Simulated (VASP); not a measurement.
**InP: single point with PBE**

The system is InP.

```xyz
2
Lattice="0.0000 2.6068 3.1282 2.6068 0.0000 3.1282 2.6068 2.6068 0.0000" Properties=species:S:1:pos:R:3 pbc="T T T"
In    0.0000    0.0000    0.0000
P     2.6068    2.6068    3.1282
```

This cell differs from its parent crystal: ratio of the length along z to the lengths across it x 1.2, volume and fractional coordinates fixed.

```yaml
Program: VASP 6.6.1
Task: single point
Functional: PBE
Potentials_or_basis: VASP PAW PBE potentials, release 64 (In_d, P)
Cutoff: 520 eV
k_mesh: 20 × 20 × 20
Occupations: gaussian, width 0.15 eV
Spin: no spin polarisation
Dipole_correction: no
Further_INCAR_settings: ALGO = Normal; EDIFF = 1e-06; NBANDS = 16
```

```
Pressure               : 4.3 GPa
Band gap on the k mesh : zero (band 9 reaches 7.69 eV, above the bottom of band 10 at 5.35 eV)
```

Stress tensor (GPa, compression positive):
```
 9.27  0.00  0.00
 0.00  9.27  0.00
 0.00  0.00 -5.61
```

Levels at points of the mesh, in eV from the Fermi level:
```tsv
k point	band 7	band 8	band 9	band 10	band 11	band 12
(0.00, 0.00, 0.00)	-0.83	-0.83	0.25	0.77	5.86	6.37
(0.50, 0.00, 0.00)	-6.81	-0.44	0.60	1.68	3.72	4.10
(0.50, 0.50, 0.00)	-4.93	-1.93	-1.93	-1.01	4.38	8.87
(0.50, 0.00, 0.50)	-5.08	-3.62	-2.93	-1.55	3.74	7.16
```

It took 4.3 min on 1 thread of Intel(R) Xeon(R) Platinum 8488C (Sapphire Rapids), on a shared host, peak memory 0.51 GiB.

Caveat: spin-orbit coupling is left out, which moves the levels of the heavy elements.
